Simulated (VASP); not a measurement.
# Ba (Im-3m) in VASP: notebook

Ba is run at these levels: PBEsol; tasks: single point, relaxation of volume and atoms at fixed shape.

Program: VASP 6.6.1. These are calculated values, not measurements. Logs are shortened: lines on timing, memory, paths and dates and some standing lists are left out, and cuts for length are marked.

**1. The cell of the first run**

The structure is cubic, space group Im-3m (No. 229). Conventional cell: a = 4.886 Å, b = 4.886 Å, c = 4.886 Å, α = 90.00°, β = 90.00°, γ = 90.00°. Within 5.6 Å of Ba (site symmetry m-3m) lie 14 Ba at 4.23 to 4.89 Å.

**2. Single point, PBEsol**

INCAR

```
ALGO = Normal
EDIFF = 1E-7
ENCUT = 520
GGA = PS
ISIF = 2
ISMEAR = -1
LASPH = T
LCHARG = T
LELF = T
LREAL = F
LVHAR = T
LWAVE = F
NBANDS = 11
NELM = 100
PREC = Accurate
SIGMA = 0.05
```

KPOINTS

```
k-points
0
Gamma
  7 7 7
```

POSCAR

```
Ba
1.0
   -2.4429597611      2.4429597611      2.4429597611
    2.4429597611     -2.4429597611      2.4429597611
    2.4429597611      2.4429597611     -2.4429597611
Ba
1
Direct
    0.0000000000      0.0000000000      0.0000000000
```

Potentials or basis: VASP PAW PBE potentials, release 64 (Ba_sv).

Run with:

```console
$ cat potpaw_PBE.64/Ba_sv/POTCAR > POTCAR
$ mpirun -np 1 vasp_std > vasp.out
```

OUTCAR:

```text
EDIFF = 1E-7
   ENCUT = 520
   GGA = PS
   ISIF = 2
   ISMEAR = -1
   LASPH = T
   LREAL = F
   NELM = 100
   PREC = Accurate

 ion  position               nearest neighbor table
   1  0.000  0.000  0.000-

  LATTYP: Found a body centered cubic cell.
 ALAT       =     4.8859195222

  Lattice vectors:

 A1 = (  -2.4429597611,   2.4429597611,   2.4429597611)
 A2 = (   2.4429597611,  -2.4429597611,   2.4429597611)
 A3 = (   2.4429597611,   2.4429597611,  -2.4429597611)

Analysis of symmetry for initial positions (statically):
=====================================================================
 Subroutine PRICEL returns:
 Original cell was already a primitive cell.

 Routine SETGRP: Setting up the symmetry group for a
 body centered cubic supercell.

 Subroutine GETGRP returns: Found 48 space group operations
 (whereof 48 operations were pure point group operations)
 out of a pool of 48 trial point group operations.

The static configuration has the point symmetry O_h .

Analysis of symmetry for dynamics (positions and initial velocities):
=====================================================================
 Subroutine PRICEL returns:
 Original cell was already a primitive cell.

 Routine SETGRP: Setting up the symmetry group for a
 body centered cubic supercell.

 Subroutine GETGRP returns: Found 48 space group operations
 (whereof 48 operations were pure point group operations)
 out of a pool of 48 trial point group operations.

The dynamic configuration has the point symmetry O_h .

 Subroutine INISYM returns: Found 48 space group operations
 (whereof 48 operations are pure point group operations),
 and found     1 'primitive' translations

----------------------------------------------------------------------------------------

                                     Primitive cell

  volume of cell :      58.3188

  direct lattice vectors                    reciprocal lattice vectors
    -2.442959761  2.442959761  2.442959761     0.000000000  0.204669765  0.204669765
     2.442959761 -2.442959761  2.442959761     0.204669765  0.000000000  0.204669765
     2.442959761  2.442959761 -2.442959761     0.204669765  0.204669765  0.000000000

  length of vectors
     4.231330427  4.231330427  4.231330427     0.289446757  0.289446757  0.289446757

  position of ions in fractional coordinates (direct lattice)
     0.000000000  0.000000000  0.000000000

  ion indices of the primitive-cell ions
   primitive index   ion index
                 1           1

----------------------------------------------------------------------------------------

 KPOINTS: k-points

Automatic generation of k-mesh.
 Grid dimensions read from file:
 generate k-points for:    7    7    7

 Generating k-lattice:

  Cartesian coordinates                     Fractional coordinates (reciprocal lattice)
     0.000000000  0.029238538  0.029238538     0.142857143  0.000000000  0.000000000
     0.029238538  0.000000000  0.029238538     0.000000000  0.142857143  0.000000000
     0.029238538  0.029238538  0.000000000     0.000000000  0.000000000  0.142857143

  Length of vectors
     0.041349537  0.041349537  0.041349537

  Shift w.r.t. Gamma in fractional coordinates (k-lattice)
     0.000000000  0.000000000  0.000000000

 Subroutine IBZKPT returns following result:
 ===========================================

 Found     20 irreducible k-points:

 Following reciprocal coordinates:
            Coordinates               Weight
  0.000000  0.000000  0.000000      1.000000
  0.142857  0.000000  0.000000     12.000000
  0.285714  0.000000  0.000000     12.000000
  0.428571  0.000000  0.000000     12.000000
  0.142857  0.142857  0.000000     24.000000
  0.285714  0.142857 -0.000000     48.000000
[... 12 lines left out ...]
 -0.428571 -0.428571  0.285714      8.000000
 -0.428571  0.428571  0.428571      6.000000
   k-points           NKPTS =     20   k-points in BZ     NKDIM =     20   number of bands    NBANDS=     11
   number of dos      NEDOS =    301   number of ions     NIONS =      1
   total plane-waves  NPLWV =  32768
   dimension x,y,z NGX =    32 NGY =   32 NGZ =   32
   dimension x,y,z NGXF=    64 NGYF=   64 NGZF=   64
   ions per type =               1
   NGX,Y,Z   is equivalent  to a cutoff of  12.57, 12.57, 12.57 a.u.
   NGXF,Y,Z  is equivalent  to a cutoff of  25.15, 25.15, 25.15 a.u.
 SYSTEM =  unknown system
   PREC   = accura    normal or accurate (medium, high low for compatibility)
   ISTART =      0    job   : 0-new  1-cont  2-samecut
   ICHARG =      2    charge: 1-file 2-atom 10-const
   ISPIN  =      1    spin polarized calculation?
   LNONCOLLINEAR =      F non collinear calculations
   LSORBIT =      F    spin-orbit coupling
   LASPH  =      T    aspherical Exc in radial PAW
   ENCUT  =  520.0 eV  38.22 Ry    6.18 a.u.   7.87  7.87  7.87*2*pi/ulx,y,z
   NELM   =    100;   NELMIN=  2; NELMDL= -5     # of ELM steps
   EDIFF  = 0.1E-06   stopping-criterion for ELM
   LREAL  =      F    real-space projection
   EDIFFG = 0.1E-05   stopping-criterion for IOM
   NSW    =      0    number of steps for IOM
   IBRION =     -1    ionic relax: 0-MD 1-quasi-New 2-CG
   NFREE  =      0    steps in history (QN), initial steepest desc. (CG)
   ISIF   =      2    stress and relaxation
   ISYM   =      2    0-nonsym 1-usesym 2-fastsym
   POTIM  = 0.5000    time-step for ionic-motion
   TEBEG  =    0.0;   TEEND  =   0.0 temperature during run
   PSTRESS=    0.0 pullay stress
   NELECT =      10.0000    total number of electrons
   NUPDOWN=      -1.0000    fix difference up-down
   EMIN   =  10.00;   EMAX   =-10.00  energy-range for DOS
   EFERMI =   0.00;   METHOD = LEGACY
   ISMEAR =    -1;   SIGMA  =   0.05  broadening in eV -4-tet -1-fermi 0-gaus
   EFERMI_NEDOS =   21; number of points for ismear=-14 and -15
   IALGO  =     38    algorithm
   IMIX   =      4    mixing-type and parameters
     AMIX     =   0.40;   BMIX     =  1.00
     AMIX_MAG =   1.60;   BMIX_MAG =  1.00
  volume/ion in A,a.u.               =      58.32       393.56
  Fermi-wavevector in a.u.,A,eV,Ry     =   0.909505  1.718716 11.254735  0.827200
  Thomas-Fermi vector in A             =   2.033558
   LORBIT       =      0    0 simple, 1 ext, 2 COOP (PROOUT), +10 PAW based schemes
   GGA     = PS    functional components
   LHFCALC =     F    Hartree Fock is set to
   AEXX    =    0.0000 exact exchange contribution
   IVDW    =     0    specifies the selected vdW correction
   LEPSILON=     F    determine dielectric tensor
   LRPA    =     F    only Hartree local field effects (RPA)
 non-spin polarized calculation
  energy-cutoff  :      520.00
  volume of cell :       58.32
 maximum number of plane-waves:      1581
   NGX = 15   NGY = 15   NGZ = 15

 number of electron      10.0000001 magnetization

 Free energy of the ion-electron system (eV)
  ---------------------------------------------------
  ext. energy  EPLUGINS =         0.00000000
  ---------------------------------------------------
  free energy    TOTEN  =        -2.14793804 eV

  energy without entropy =       -2.13227219  energy(sigma->0) =       -2.14010511

 E-fermi :   1.7357     XC(G=0):  -7.7619

 val. band max:        1.6781540007   @ k =   0.2857   0.2857   0.0000
 cond. band min:       1.7673460557   @ k =  -0.4286   0.4286   0.2857
 fundamental gap:      0.0891920550
 Fermi energy:         1.7356632925

 k-point     1 :       0.0000    0.0000    0.0000
  band No.  band energies     occupation
      1     -26.9335      2.00000
      2     -11.8141      2.00000
      3     -11.8141      2.00000
      4     -11.8141      2.00000
      5      -1.0088      2.00000
      6       3.6913      0.00000
      7       3.6913      0.00000
      8       3.6913      0.00000
      9       5.2372      0.00000
     10       5.2372      0.00000
     11       8.9579      0.00000

 k-point     2 :       0.1429    0.0000    0.0000
  band No.  band energies     occupation
      1     -26.9220      2.00000
      2     -11.9350      2.00000
      3     -11.8507      2.00000
      4     -11.8151      2.00000
      5      -0.6026      2.00000
      6       3.3807      0.00000
      7       3.4663      0.00000
      8       4.1175      0.00000
      9       4.8823      0.00000
     10       5.2186      0.00000
     11       9.3822      0.00000

 k-point     3 :       0.2857    0.0000    0.0000
  band No.  band energies     occupation
      1     -26.8961      2.00000
      2     -12.1908      2.00000
      3     -11.9312      2.00000
      4     -11.8173      2.00000
      5       0.3096      2.00000
      6       2.8416      0.00000
      7       2.8998      0.00000
      8       5.0587      0.00000
      9       5.3285      0.00000
     10       5.3525      0.00000
     11       9.1415      0.00000

 k-point     4 :       0.4286    0.0000    0.0000
  band No.  band energies     occupation
      1     -26.8752      2.00000
      2     -12.3824      2.00000
      3     -11.9940      2.00000
      4     -11.8191      2.00000
      5       0.8084      2.00000
      6       2.5003      0.00000
      7       3.1408      0.00000
      8       5.2559      0.00000
      9       5.7427      0.00000
     10       7.0039      0.00000
     11       7.9171      0.00000

 k-point     5 :       0.1429    0.1429    0.0000
  band No.  band energies     occupation
      1     -26.9034      2.00000
      2     -12.1098      2.00000
      3     -11.8966      2.00000
      4     -11.8426      2.00000
      5       0.0922      2.00000
      6       2.9320      0.00000
      7       3.0304      0.00000
      8       4.6704      0.00000
      9       4.9914      0.00000
     10       5.5417      0.00000
     11       9.9352      0.00000
[... 155 lines left out ...]
 k-point    17 :      -0.2857    0.2857    0.2857
  band No.  band energies     occupation
      1     -26.8649      2.00000
      2     -12.1764      2.00000
      3     -12.0608      2.00000
      4     -12.0608      2.00000
      5       1.3038      1.99965
      6       2.1670      0.00036
      7       3.9698      0.00000
      8       3.9698      0.00000
      9       5.2437      0.00000
     10       5.4104      0.00000
     11       9.5793      0.00000

 k-point    18 :      -0.4286    0.4286    0.2857
  band No.  band energies     occupation
      1     -26.8474      2.00000
      2     -12.2782      2.00000
      3     -12.1299      2.00000
      4     -12.0754      2.00000
      5       1.5575      1.94491
      6       1.7673      0.69336
      7       4.0646      0.00000
      8       4.0723      0.00000
      9       6.0426      0.00000
     10       6.5988      0.00000
     11       8.9508      0.00000

 k-point    19 :      -0.4286   -0.4286    0.2857
  band No.  band energies     occupation
      1     -26.8394      2.00000
      2     -12.2369      2.00000
      3     -12.2369      2.00000
      4     -12.0890      2.00000
      5       1.5283      1.96885
      6       1.5283      1.96885
      7       3.8012      0.00000
      8       5.6536      0.00000
      9       5.6536      0.00000
     10       7.7062      0.00000
     11       8.1604      0.00000

 k-point    20 :      -0.4286    0.4286    0.4286
  band No.  band energies     occupation
      1     -26.8319      2.00000
      2     -12.2247      2.00000
      3     -12.2023      2.00000
      4     -12.2023      2.00000
      5       1.2593      1.99985
      6       1.2908      1.99973
      7       5.5080      0.00000
      8       5.5080      0.00000
      9       6.0057      0.00000
     10       6.6219      0.00000
     11       8.1581      0.00000

------------------------ aborting loop because EDIFF is reached ----------------------------------------

  FORCE on cell =-STRESS in cart. coord.  units (eV):
  Direction    XX          YY          ZZ          XY          YZ          ZX
  --------------------------------------------------------------------------------------
  -------------------------------------------------------------------------------------
  Total        0.0421244      0.0421244      0.0421244      0.0000000      0.0000000      0.0000000
  in kB        1.1572726      1.1572726      1.1572726      0.0000000      0.0000000      0.0000000
  external PRESSURE =       1.1572726 kB  Pullay stress =       0.0000000 kB

 VOLUME and BASIS-vectors are now :
 -----------------------------------------------------------------------------
  energy-cutoff  :      520.00
  volume of cell :       58.32
      direct lattice vectors                 reciprocal lattice vectors
    -2.442959761  2.442959761  2.442959761     0.000000000  0.204669765  0.204669765
     2.442959761 -2.442959761  2.442959761     0.204669765  0.000000000  0.204669765
     2.442959761  2.442959761 -2.442959761     0.204669765  0.204669765  0.000000000

 POSITION                                       TOTAL-FORCE (eV/Angst)
 -----------------------------------------------------------------------------------
      0.00000      0.00000      0.00000        -0.000000      0.000000     -0.000000
 -----------------------------------------------------------------------------------
    total drift:                               -0.000000     -0.000000     -0.000000

  FREE ENERGIE OF THE ION-ELECTRON SYSTEM (eV)
  ---------------------------------------------------
  free  energy   TOTEN  =        -2.1479380429 eV

  energy  without entropy=       -2.1322721857  energy(sigma->0) =       -2.14010511
```

Run time: 16 s. Hardware: 1 thread of Intel Xeon 8259CL, shared host; peak memory 0.17 GiB.

What came out:

```yaml
Free_energy: -2.1479 eV
Pressure: 0.1 GPa
Band_gap_on_the_k_mesh: zero (band 5 reaches 2.07 eV, above the bottom of band 6 at 1.29 eV)
```

Levels at points of the mesh, in eV from the Fermi level:
```csv
k point,band 3,band 4,band 5,band 6,band 7,band 8
"(0.00, 0.00, 0.00)",-13.55,-13.55,-2.74,1.96,1.96,1.96
```

Caveat: the PAW data sets were made with another functional, which shifts forces and pressure a little; spin-orbit coupling is left out, which moves the levels of the heavy elements.

**3. Relaxation of volume and atoms at fixed shape, PBEsol**

This run uses another cell than the first one, of 62.99 Å³/atom, 1.080 times its volume.

INCAR

```
SYSTEM = Ba
  ALGO = Normal
  EDIFF = 1E-7
  EDIFFG = -0.02
  ENCUT = 600
  GGA = PS
  IBRION = 2
  ISIF = 8
  ISMEAR = -1
  LASPH = .True.
  LCHARG = .False.
  LREAL = .False.
  LWAVE = .False.
  NELM = 100
  NSW = 60
  PREC = Accurate
  SIGMA = 0.05
```

KPOINTS

```
k-points
0
Gamma
  7 7 7
  0 0 0
```

POSCAR

```
Ba
1.0
   -2.5065000000      2.5065000000      2.5065000000
    2.5065000000     -2.5065000000      2.5065000000
    2.5065000000      2.5065000000     -2.5065000000
Ba
1
Direct
    0.0000000000      0.0000000000      0.0000000000
```

Potentials or basis: VASP PAW PBE potentials, release 64 (Ba_sv).

Run with:

```console
$ cat potpaw_PBE.64/Ba_sv/POTCAR > POTCAR
$ mpirun -np 1 vasp_std > vasp.out
```

It took 53 s on 1 thread of Intel Xeon 8259CL, shared host; peak memory 0.21 GiB.

It converged, with:

| Property | Result |
| --- | --- |
| Free energy | -2.1482 eV |
| Relaxed volume | 59.05 Å³/atom |
| Relaxed cell | a = 4.249 Å, b = 4.249 Å, c = 4.249 Å, α = 109.47°, β = 109.47°, γ = 109.47° |
| Space group after relaxing (to 0.05 Å) | Im-3m (No. 229) |
| Energy gained by relaxing | 7.0 meV/atom |
| Ionic steps | 3 |
| Pressure after relaxing | 0.0 GPa |
| Band gap on the k mesh | zero (band 5 reaches 2.03 eV, above the bottom of band 6 at 1.26 eV) |

Step by step:
```csv
step,energy change (eV),largest force (eV/Å),pressure (GPa),volume (Å³)
1,0.0000,0.0000,-0.55,62.99
2,-0.0051,0.0000,-0.30,61.05
3,-0.0070,0.0000,0.00,59.05
```

Final structure:
```xyz
1
Lattice="-2.4531 2.4531 2.4531 2.4531 -2.4531 2.4531 2.4531 2.4531 -2.4531" Properties=species:S:1:pos:R:3 pbc="T T T"
Ba    0.0000    0.0000    0.0000
```

Levels at points of the mesh, in eV from the Fermi level:
```tsv
k point	band 3	band 4	band 5	band 6	band 7	band 8
(0.00, 0.00, 0.00)	-13.58	-13.58	-2.74	1.94	1.94	1.94
```

Caveat: the PAW data sets were made with another functional, which shifts forces and pressure a little; spin-orbit coupling is left out, which moves the levels of the heavy elements.
